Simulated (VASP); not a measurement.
# AlN (P6_3mc) in VASP: a series of runs, part 2 of 2

VASP 6.6.1. The steps go on from the part before.

## 3. Relaxation of cell and atoms, PBEsol

This run uses another cell than the first one, of 10.74 Å³/atom.

Contents of INCAR:

```
ALGO     = Normal         # electronic algorithm
EDIFF    = 1E-6           # SCF threshold, eV
EDIFFG   = -0.01          # ionic threshold
ENCUT    = 600            # plane-wave cutoff, eV
GGA      = PS             # functional
IBRION   = 2              # ionic algorithm
ISIF     = 3              # what is computed and relaxed
ISMEAR   = 0              # smearing method
LASPH    = T              # aspherical terms in the spheres
LCHARG   = F              # write CHGCAR
LREAL    = F              # projectors in reciprocal space
LWAVE    = F              # write WAVECAR
NELM     = 80             # most SCF steps
NSW      = 80             # ionic steps
PREC     = Accurate       # precision mode
SIGMA    = 0.05           # smearing width, eV
```

Contents of KPOINTS:

```
k-points
0
Gamma
  12 12 8
```

Contents of POSCAR:

```
AlN
1.0
    3.1412138133      0.0000000000      0.0000000000
   -1.5706069067      2.7203709610      0.0000000000
    0.0000000000      0.0000000000      5.0263425099
Al N
2 2
Direct
    0.3333333333      0.6666666667      0.0000000000
    0.6666666667      0.3333333333      0.5000000000
    0.3333333333      0.6666666667      0.3850000000
    0.6666666667      0.3333333333      0.8850000000
```

Potentials or basis: VASP PAW PBE potentials, release 64 (Al, N).

Command:

```
> cat potpaw_PBE.64/Al/POTCAR potpaw_PBE.64/N/POTCAR > POTCAR
> mpirun -np 1 vasp_std > vasp.out
```

OUTCAR:

```text
EDIFF = 1E-6
   EDIFFG = -0.01
   ENCUT = 600
   GGA = PS
   IBRION = 2
   ISIF = 3
   ISMEAR = 0
   LASPH = T
   LREAL = F
   NELM = 80
   NSW = 80
   PREC = Accurate

 ion  position               nearest neighbor table
   1  0.333  0.667  0.000-   4 1.90   4 1.90   4 1.90   3 1.94   2 3.10   2 3.10   2 3.10   2 3.10
                             2 3.10   2 3.10
   2  0.667  0.333  0.500-   3 1.90   3 1.90   3 1.90   4 1.94   1 3.10   1 3.10   1 3.10   1 3.10
                             1 3.10   1 3.10
   3  0.333  0.667  0.385-   2 1.90   2 1.90   2 1.90   1 1.94
   4  0.667  0.333  0.885-   1 1.90   1 1.90   1 1.90   2 1.94

  LATTYP: Found a hexagonal cell.
 ALAT       =     3.1412138133
 C/A-ratio  =     1.6001274694

  Lattice vectors:

 A1 = (   3.1412138133,   0.0000000000,   0.0000000000)
 A2 = (  -1.5706069067,   2.7203709610,   0.0000000000)
 A3 = (   0.0000000000,   0.0000000000,   5.0263425099)

Analysis of symmetry for initial positions (statically):
=====================================================================
 Subroutine PRICEL returns:
 Original cell was already a primitive cell.

 Routine SETGRP: Setting up the symmetry group for a
 hexagonal supercell.

 Subroutine GETGRP returns: Found 12 space group operations
 (whereof  6 operations were pure point group operations)
 out of a pool of 24 trial point group operations.

The static configuration has the point symmetry C_3v.
 The point group associated with its full space group is C_6v.

Analysis of symmetry for dynamics (positions and initial velocities):
=====================================================================
 Subroutine PRICEL returns:
 Original cell was already a primitive cell.

 Routine SETGRP: Setting up the symmetry group for a
 hexagonal supercell.

 Subroutine GETGRP returns: Found 12 space group operations
 (whereof  6 operations were pure point group operations)
 out of a pool of 24 trial point group operations.

The dynamic configuration has the point symmetry C_3v.
 The point group associated with its full space group is C_6v.

 Subroutine INISYM returns: Found 12 space group operations
 (whereof  6 operations are pure point group operations),
 and found     1 'primitive' translations

----------------------------------------------------------------------------------------

                                     Primitive cell

  volume of cell :      42.9514

  direct lattice vectors                    reciprocal lattice vectors
     3.141213813  0.000000000  0.000000000     0.318348275  0.183798462  0.000000000
    -1.570606907  2.720370961  0.000000000     0.000000000  0.367596925  0.000000000
     0.000000000  0.000000000  5.026342510     0.000000000  0.000000000  0.198951822

  length of vectors
     3.141213813  3.141213813  5.026342510     0.367596925  0.367596925  0.198951822

  position of ions in fractional coordinates (direct lattice)
     0.333333333  0.666666667  0.000000000
     0.666666667  0.333333333  0.500000000
     0.333333333  0.666666667  0.385000000
     0.666666667  0.333333333  0.885000000

  ion indices of the primitive-cell ions
   primitive index   ion index
                 1           1
                 2           2
                 3           3
                 4           4

[... 66 lines left out ...]
   LNONCOLLINEAR =      F non collinear calculations
   LSORBIT =      F    spin-orbit coupling
   LASPH  =      T    aspherical Exc in radial PAW
   ENCUT  =  600.0 eV  44.10 Ry    6.64 a.u.   6.27  6.27 10.04*2*pi/ulx,y,z
   NELM   =     80;   NELMIN=  2; NELMDL= -5     # of ELM steps
   EDIFF  = 0.1E-05   stopping-criterion for ELM
   LREAL  =      F    real-space projection
   EDIFFG = -.1E-01   stopping-criterion for IOM
   NSW    =     80    number of steps for IOM
   IBRION =      2    ionic relax: 0-MD 1-quasi-New 2-CG
   NFREE  =      1    steps in history (QN), initial steepest desc. (CG)
   ISIF   =      3    stress and relaxation
   ISYM   =      2    0-nonsym 1-usesym 2-fastsym
   POTIM  = 0.5000    time-step for ionic-motion
   TEBEG  =    0.0;   TEEND  =   0.0 temperature during run
   PSTRESS=    0.0 pullay stress
   NELECT =      16.0000    total number of electrons
   NUPDOWN=      -1.0000    fix difference up-down
   EMIN   =  10.00;   EMAX   =-10.00  energy-range for DOS
   EFERMI =   0.00;   METHOD = LEGACY
   ISMEAR =     0;   SIGMA  =   0.05  broadening in eV -4-tet -1-fermi 0-gaus
   EFERMI_NEDOS =   21; number of points for ismear=-14 and -15
   IALGO  =     38    algorithm
   IMIX   =      4    mixing-type and parameters
     AMIX     =   0.40;   BMIX     =  1.00
     AMIX_MAG =   1.60;   BMIX_MAG =  1.00
  volume/ion in A,a.u.               =      10.74        72.46
  Fermi-wavevector in a.u.,A,eV,Ry     =   1.177938  2.225979 18.878584  1.387537
  Thomas-Fermi vector in A             =   2.314275
   LORBIT       =      0    0 simple, 1 ext, 2 COOP (PROOUT), +10 PAW based schemes
   GGA     = PS    functional components
   LHFCALC =     F    Hartree Fock is set to
   AEXX    =    0.0000 exact exchange contribution
   IVDW    =     0    specifies the selected vdW correction
   LEPSILON=     F    determine dielectric tensor
   LRPA    =     F    only Hartree local field effects (RPA)
 conjugate gradient relaxation of ions
 non-spin polarized calculation
 Gauss-broadening in eV      SIGMA  =   0.05
  energy-cutoff  :      600.00
  volume of cell :       42.95
 maximum number of plane-waves:      1460
 NGX is ok and might be reduce to    28
   NGX = 13   NGY = 13   NGZ = 21

--------------------------------------- Ionic step        1  -------------------------------------------

 number of electron      16.0000001 magnetization

 Free energy of the ion-electron system (eV)
  ---------------------------------------------------
  ext. energy  EPLUGINS =         0.00000000
  ---------------------------------------------------
  free energy    TOTEN  =       -31.29562724 eV

  energy without entropy =      -31.29562724  energy(sigma->0) =      -31.29562724

------------------------ aborting loop because EDIFF is reached ----------------------------------------

  FORCE on cell =-STRESS in cart. coord.  units (eV):
  Direction    XX          YY          ZZ          XY          YZ          ZX
  --------------------------------------------------------------------------------------
  -------------------------------------------------------------------------------------
  Total       -1.2937571     -1.2937571     -1.6361616      0.0000000      0.0000000      0.0000000
  in kB      -48.2598132    -48.2598132    -61.0322068      0.0000000      0.0000000      0.0000000
  external PRESSURE =     -52.5172778 kB  Pullay stress =       0.0000000 kB
[... 215 lines left out ...]
--------------------------------------- Ionic step        7  -------------------------------------------

 number of electron      16.0000000 magnetization

 Free energy of the ion-electron system (eV)
  ---------------------------------------------------
  ext. energy  EPLUGINS =         0.00000000
  ---------------------------------------------------
  free energy    TOTEN  =       -31.31731220 eV

  energy without entropy =      -31.31731220  energy(sigma->0) =      -31.31731220

 E-fermi :   6.2889     XC(G=0): -11.1014

 val. band max:        6.0573047063   @ k =   0.0000   0.0000   0.0000
 cond. band min:      10.1705232016   @ k =   0.0000   0.0000   0.0000
 fundamental gap:      4.1132184952
 Fermi energy:         6.2888616675

 k-point     1 :       0.0000    0.0000    0.0000
  band No.  band energies     occupation
      1      -9.1100      2.00000
      2      -6.9279      2.00000
      3       0.0036      2.00000
      4       5.1747      2.00000
      5       5.1747      2.00000
      6       5.8299      2.00000
      7       5.8299      2.00000
      8       6.0573      2.00000
      9      10.1705      0.00000
     10      12.6030      0.00000
     11      16.5527      0.00000
     12      17.0734      0.00000
[... 331 lines left out ...]
 k-point    24 :       0.3333   -0.0000    0.1250
  band No.  band energies     occupation
      1      -7.8067      2.00000
      2      -6.4667      2.00000
      3       1.1742      2.00000
      4       1.9998      2.00000
      5       2.6435      2.00000
      6       4.2266      2.00000
      7       5.2297      2.00000
      8       5.4309      2.00000
      9      11.9154      0.00000
     10      12.5823      0.00000
     11      14.2637      0.00000
     12      16.1639      0.00000

 [... further k-points ...]

------------------------ aborting loop because EDIFF is reached ----------------------------------------

  FORCE on cell =-STRESS in cart. coord.  units (eV):
  Direction    XX          YY          ZZ          XY          YZ          ZX
  --------------------------------------------------------------------------------------
  -------------------------------------------------------------------------------------
  Total       -0.0261386     -0.0261386     -0.0164219      0.0000000      0.0000000     -0.0000000
  in kB       -1.0012402     -1.0012402     -0.6290434      0.0000000      0.0000000     -0.0000000
  external PRESSURE =      -0.8771746 kB  Pullay stress =       0.0000000 kB
[... 19 lines left out ...]
  FREE ENERGIE OF THE ION-ELECTRON SYSTEM (eV)
  ---------------------------------------------------
  free  energy   TOTEN  =       -31.3173122038 eV

  energy  without entropy=      -31.3173122038  energy(sigma->0) =      -31.31731220

 reached required accuracy - stopping structural energy minimisation
```

It took 1.8 min on 1 thread of Intel Xeon 6975P-C (Granite Rapids), shared host; peak memory 0.21 GiB.

What came out:

```yaml
Free_energy: -31.3173 eV
Relaxed_volume: 10.46 Å³/atom
Relaxed_cell: a = 3.114 Å, b = 3.114 Å, c = 4.982 Å, α = 90.00°, β = 90.00°, γ = 120.00°
Space_group_after_relaxing_to_0.1_Å: P6_3mc (No. 186)
Energy_gained_by_relaxing: 5.4 meV/atom
Ionic_steps: 7
Pressure_after_relaxing: -0.1 GPa
Band_gap_on_the_k_mesh: 4.11 eV
```

Forces on the atoms (eV/Å):
```
Al   0.000  0.000  0.002
Al   0.000  0.000  0.002
N    0.000  0.000 -0.002
N    0.000  0.000 -0.002
```

Step by step:
| step | energy change (eV) | largest force (eV/Å) | pressure (GPa) | volume (Å³) |
| --- | --- | --- | --- | --- |
| 1 | 0.0000 | 0.1761 | -5.25 | 42.95 |
| 2 | -0.0049 | 0.0970 | 5.16 | 40.80 |
| 3 | -0.0214 | 0.0455 | 0.07 | 41.79 |
| 4 | -0.0214 | 0.0430 | 0.19 | 41.76 |
| 5 | -0.0216 | 0.0040 | 0.06 | 41.79 |
| 6 | -0.0216 | 0.0055 | 0.06 | 41.79 |
| 7 | -0.0217 | 0.0022 | -0.09 | 41.83 |

Final structure:
```xyz
4
Lattice="3.1136 0.0000 0.0000 -1.5568 2.6965 0.0000 0.0000 0.0000 4.9820" Properties=species:S:1:pos:R:3 pbc="T T T"
Al    0.0000    1.7976    0.0073
Al    1.5568    0.8988    2.4983
N     0.0000    1.7976    1.9108
N     1.5568    0.8988    4.4017
```

Levels at points of the mesh, in eV from the valence-band top:
| k point | band 5 | band 6 | band 7 | band 8 | band 9 | band 10 | band 11 | band 12 |
| --- | --- | --- | --- | --- | --- | --- | --- | --- |
| (0.00, 0.00, 0.00) | -0.88 | -0.23 | -0.23 | 0.00 | 4.11 | 6.55 | 10.50 | 11.02 |
| (0.50, 0.00, 0.00) | -3.38 | -2.12 | -1.81 | -0.71 | 5.66 | 5.67 | 8.07 | 10.15 |
| (0.00, 0.00, 0.50) | -0.56 | -0.56 | -0.56 | -0.56 | 6.37 | 6.37 | 10.20 | 10.20 |
| (0.50, 0.00, 0.50) | -1.49 | -1.49 | -1.38 | -1.38 | 5.17 | 5.17 | 9.12 | 9.12 |

Caveat: the PAW data sets were made with another functional, which shifts forces and pressure a little. A k mesh can miss the band edges.

## 4. How close it comes

Step 2. Against the measured gap of AlN, 6.0343 eV (an exciton energy, a little under the gap; 0 K; quoted in “Structural and optical properties of self-assembled AlN nanowires grown on SiO2/Si substrates by molecular beam epitaxy”, 2024, arxiv:2402.00216), the calculated 4.11 eV is off by -1.92 eV. 2 values of this kind are on record (6.034 to 6.0343 eV); this one was drawn at random. The value is that of PBEsol on a finite k mesh, which can miss the band edges, without temperature or zero-point motion. Semilocal functionals fall short of measured gaps as a rule.
